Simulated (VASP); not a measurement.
Sc2SbAs:

```
Sc Sb As
1.0
     4.73293    0.00000    0.00000
    -2.36647    4.09884    0.00000
     0.00000    0.00000    5.45086
Sc Sb As
2 1 1
Cartesian
  0.0000 2.7326 2.7254
  2.3665 1.3663 2.7254
  0.0000 0.0000 0.0000
  0.0000 0.0000 2.7254
```

The cell was generated, and may not be a known phase.

```yaml
Program: VASP 6.6.1
Task: relaxation of cell and atoms
Functional: PBE
Potentials_or_basis: VASP PAW PBE potentials, release 64 (Sc_sv, Sb, As)
Cutoff: 600 eV
k_mesh: 6 × 6 × 4
Occupations: gaussian, width 0.1 eV
Spin: no spin polarisation
```

At the start: pressure 4.3 GPa; volume 26.44 Å³/atom.

**Question.** How do energy, volume and symmetry change on relaxing?

**Answer.** Over 5 steps the energy falls by 29.4 meV/atom and the volume is 28.67 Å³/atom (+8.4 %); space group P6/mmm (No. 191, to 0.1 Å) before and after.

Step by step:
```tsv
step	energy change (eV)	largest force (eV/Å)	pressure (GPa)	volume (Å³)
1	0.0000	0.0000	4.30	105.74
2	-0.1105	0.0000	-0.93	116.96
3	-0.1171	0.0000	-0.06	114.62
4	-0.1170	0.0000	-0.13	114.80
5	-0.1178	0.0000	-0.05	114.66
```

Final structure:
```xyz
4
Lattice="4.8320 0.0000 0.0000 -2.4160 4.1846 0.0000 0.0000 0.0000 5.6707" Properties=species:S:1:pos:R:3 pbc="T T T"
Sc    0.0000    2.7898    2.8354
Sc    2.4160    1.3949    2.8354
Sb    0.0000    0.0000    0.0000
As    0.0000    0.0000    2.8354
```
